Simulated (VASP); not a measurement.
Set up this calculation in VASP 6.6.1, as the native input.

```yaml
Task: single point
Functional: PBE
Potentials_or_basis: VASP PAW PBE potentials, release 64 (Cd, S)
Cutoff: 520 eV
k_mesh: 8 × 8 × 8
Occupations: fermi-dirac, width 0.02 eV
Spin: no spin polarisation
Dipole_correction: no
Further_INCAR_settings: ALGO = Normal; EDIFF = 1e-06; NBANDS = 16
```

The structure of CdS lies in POSCAR:

```
CdS
1.0
    0.0000000000      2.9392148426      2.9392148426
    3.0323879531      0.0000000000      2.9392148426
    3.0323879531      2.9392148426      0.0000000000
Cd S
1 1
Direct
    0.0000000000      0.0000000000      0.0000000000
    0.2500000000      0.2500000000      0.2500000000
```

This cell differs from its parent crystal: uniaxial x strain +3.2%.

One way to write it, as run:

INCAR

```
SYSTEM = CdS
PREC     = Accurate       ! precision mode
ENCUT    = 520            ! plane-wave cutoff, eV
EDIFF    = 1E-6           ! SCF threshold, eV
ISMEAR   = -1             ! smearing method
SIGMA    = 0.02           ! smearing width, eV
LREAL    = .False.        ! projectors in reciprocal space
LASPH    = .True.         ! aspherical terms in the spheres
NELM     = 100            ! most SCF steps
ALGO     = Normal         ! electronic algorithm
ISIF     = 2              ! what is computed and relaxed
LWAVE    = .False.        ! write WAVECAR
LCHARG   = .False.        ! write CHGCAR
GGA      = PE             ! functional
NBANDS   = 16             ! bands
```

KPOINTS

```
Automatic mesh
0
Gamma
  8 8 8
  0 0 0
```

Potentials or basis: VASP PAW PBE potentials, release 64 (Cd, S).

Run with:

```bash
$ cat potpaw_PBE.64/Cd/POTCAR potpaw_PBE.64/S/POTCAR > POTCAR
$ mpirun -np 1 vasp_std > vasp.out
```

It gave:

```json
{"Pressure": "-0.1 GPa", "Band gap on the k mesh": "0.99 eV, direct"}
```

Caveat: the cell differs from its parent crystal (uniaxial x strain +3.2%).

It took 26 s on 1 thread of Intel Xeon 6975P-C, on a shared host, peak memory 0.2 GiB.
